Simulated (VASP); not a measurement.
Crystal: Rh.

```
Rh
1.0
     0.00000    1.90148    1.90148
     1.90148    0.00000    1.90148
     1.90148    1.90148    0.00000
Rh
1
Direct
  0.00000 0.00000 0.00000
```

```yaml
Program: VASP 6.6.1
Task: relaxation of cell and atoms
Functional: PBEsol
Potentials_or_basis: VASP PAW PBE potentials, release 64 (Rh_pv)
Cutoff: 600 eV
k_mesh: 17 × 17 × 17
Occupations: fermi-dirac, width 0.05 eV
Spin: no spin polarisation
```

At the start: pressure -5.3 GPa; volume 13.75 Å³/atom.

Task: Where does the relaxation end?

Result: Over 6 steps the energy falls by 4.3 meV/atom and the volume is 13.50 Å³/atom (-1.8 %); space group Fm-3m (No. 225, to 0.1 Å) before and after.

The path:
| step | energy change (eV) | largest force (eV/Å) | pressure (GPa) | volume (Å³) |
| --- | --- | --- | --- | --- |
| 1 | 0.0000 | 0.0000 | -5.32 | 13.75 |
| 2 | 0.0260 | 0.0000 | 16.21 | 12.86 |
| 3 | -0.0043 | 0.0000 | -0.10 | 13.50 |
| 4 | -0.0043 | 0.0000 | 0.06 | 13.49 |
| 5 | -0.0043 | 0.0000 | -0.11 | 13.50 |
| 6 | -0.0043 | 0.0000 | 0.00 | 13.50 |

Final structure:
```yaml
crystal:
  lattice:
    - [0.00000, 1.88969, 1.88969]
    - [1.88969, 0.00000, 1.88969]
    - [1.88969, 1.88969, 0.00000]
  atoms:
    - { symbol: Rh, position: [0.00000, 0.00000, 0.00000] }
```

Caveat: the PAW data sets were made with another functional, which shifts forces and pressure a little.
